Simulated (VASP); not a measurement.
Wanted: the native input for a VASP 6.6.1 run.

```
Task                   : relaxation of the atoms
Functional             : r2SCAN
Potentials or basis    : VASP PAW PBE potentials, release 64 (Cs_sv, Pb_d, Cl)
Cutoff                 : 520 eV
k mesh                 : 6 × 6 × 6
Occupations            : fermi-dirac, width 0.02 eV
Spin                   : no spin polarisation
Dipole correction      : no
Further INCAR settings : ALGO = Normal; EDIFF = 1e-07; IBRION = 2; EDIFFG = -0.01; NSW = 50
```

The system is CsPbCl3.

```
Cs Pb Cl
1.0
     5.63396    0.00000    0.00000
     0.00000    5.63396    0.00000
     0.00000    0.00000    5.63396
Cs Pb Cl
1 1 3
Direct
  0.00000 0.00000 0.00000
  0.50000 0.50000 0.50000
  0.50000 0.50000 0.00000
  0.00000 0.50000 0.50000
  0.50000 0.00000 0.50000
```

One way to write it, as run:

POSCAR

```
CsPbCl3
1.0
    5.6339572700      0.0000000000      0.0000000000
    0.0000000000      5.6339572700      0.0000000000
    0.0000000000      0.0000000000      5.6339572700
Cs Pb Cl
1 1 3
Direct
    0.0000000000      0.0000000000      0.0000000000
    0.5000000000      0.5000000000      0.5000000000
    0.5000000000      0.5000000000      0.0000000000
    0.0000000000      0.5000000000      0.5000000000
    0.5000000000      0.0000000000      0.5000000000
```

INCAR.step1

```
PREC = Accurate ; ENCUT = 520
ISMEAR = -1 ; SIGMA = 0.02
LREAL = False ; LASPH = True
NELM = 80 ; GGA = PE
ALGO = Normal ; EDIFF = 1E-4
LWAVE = True ; LCHARG = False
KPAR = 4
```

INCAR.step2

```
PREC = Accurate ; ENCUT = 520
EDIFF = 1E-7 ; ISMEAR = -1
SIGMA = 0.02 ; LREAL = False
LASPH = True ; NELM = 80
ALGO = Normal ; ISIF = 2
LWAVE = False ; LCHARG = False
METAGGA = R2SCAN ; LMIXTAU = True
IBRION = 2 ; NSW = 50
EDIFFG = -0.01 ; ISTART = 1
KPAR = 4
```

KPOINTS

```
regular mesh
0
Gamma
  6 6 6
```

Potentials or basis: VASP PAW PBE potentials, release 64 (Cs_sv, Pb_d, Cl).

Run with:

```sh
$ cat potpaw_PBE.64/Cs_sv/POTCAR potpaw_PBE.64/Pb_d/POTCAR potpaw_PBE.64/Cl/POTCAR > POTCAR
$ cp INCAR.step1 INCAR
$ mpirun -np 4 vasp_std > vasp.out
$ cp INCAR.step2 INCAR
$ mpirun -np 4 vasp_std > vasp.out
```

Results of the run:

| Property | Result |
| --- | --- |
| Pressure after relaxing | 0.5 GPa |
| Band gap on the k mesh | 2.38 eV |

Caveat: the relaxation stopped at its first step, so nothing moved; the PAW data sets were made with another functional, which shifts forces and pressure a little; spin-orbit coupling is left out, which moves the levels of the heavy elements.

Run time: 64 s on 4 MPI ranks on Intel(R) Xeon(R) Platinum 8488C (Sapphire Rapids), on a shared host, peak memory 0.34 GiB a rank.
